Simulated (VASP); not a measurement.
Wanted: the native input for a VASP 6.6.1 run.

* Task: single point
* Functional: PBE
* Potentials or basis: VASP PAW PBE potentials, release 64 (Rb_sv)
* Cutoff: 520 eV
* k mesh: 14 × 14 × 14
* Occupations: fermi-dirac, width 0.05 eV
* Spin: no spin polarisation
* Dipole correction: no
* Further INCAR settings: ALGO = Normal; EDIFF = 1e-07; NBANDS = 10

The structure of Rb lies in POSCAR:

```
Rb
1.0
   -2.8060000000      2.8060000000      2.8060000000
    2.8060000000     -2.8060000000      2.8060000000
    2.8060000000      2.8060000000     -2.8060000000
Rb
1
Direct
    0.0000000000      0.0000000000      0.0000000000
```

One way to write it, as run:

INCAR

```
SYSTEM = Rb
  PREC = Accurate
  ENCUT = 520
  EDIFF = 1E-7
  ISMEAR = -1
  SIGMA = 0.05
  LREAL = .FALSE.
  LASPH = .TRUE.
  NELM = 80
  ALGO = Normal
  ISIF = 2
  LWAVE = .FALSE.
  LCHARG = .TRUE.
  GGA = PE
  LELF = .TRUE.
  LVHAR = .TRUE.
  NBANDS = 10
```

KPOINTS

```
regular mesh
0
G
  14 14 14
  0 0 0
```

Potentials or basis: VASP PAW PBE potentials, release 64 (Rb_sv).

The run is started by

```console
$ cat potpaw_PBE.64/Rb_sv/POTCAR > POTCAR
$ mpirun -np 1 vasp_std > vasp.out
```

It gave:

- Pressure: 0.1 GPa

Run time: 99 s on 1 thread of Intel Xeon 6975P-C, with other jobs on the host, peak memory 0.25 GiB.
